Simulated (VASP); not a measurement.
Ge2F3: single point with PBE

Crystal: Ge2F3.

```
Ge F
1.0
     4.27571    0.00000    0.00000
     0.00000    4.27571    0.00000
     0.00000    0.00000    4.27571
Ge F
2 3
Cartesian
  0.0000 0.0000 0.0000
  2.1379 2.1379 2.1379
  0.0000 2.1379 2.1379
  2.1379 0.0000 2.1379
  2.1379 2.1379 0.0000
```

The cell was built from a structure type or drawn by symmetry, and may not be a known phase.

```json
{
 "Program": "VASP 6.6.1",
 "Task": "single point",
 "Functional": "PBE",
 "Potentials or basis": "VASP PAW PBE potentials, release 64 (Ge_d, F)",
 "Cutoff": "520 eV",
 "k mesh": "4 × 4 × 4",
 "Occupations": "gaussian, width 0.1 eV",
 "Spin": "no spin polarisation"
}
```

The pressure is 6.0 GPa and the band gap on the k mesh is zero (an odd number of electrons rules out a gap without spin polarisation).

Levels at points of the mesh, in eV from the Fermi level:
```
           k point  band 22  band 23  band 24  band 25  band 26  band 27
(0.00, 0.00, 0.00)    -5.44    -5.44    -5.44     1.24     1.24     1.24
(0.50, 0.00, 0.00)    -5.44    -5.16    -2.55    -0.62     0.90     0.90
(0.50, 0.50, 0.00)    -5.46    -4.99    -0.75    -0.27    -0.27     0.59
(0.50, 0.50, 0.50)    -4.98    -4.98     0.66     0.66     0.66     0.68
```

Wall time 27 s on 1 thread of Intel(R) Xeon(R) Platinum 8259CL CPU @ 2.50GHz (Skylake/Cascade Lake), on a shared host, peak memory 0.18 GiB.

Caveat: the k points lie up to 0.37 Å⁻¹ apart, too coarse for converged energies and pressures of a metal; an odd number of electrons without spin polarisation forces a metal; a magnetic or distorted state may lie lower.
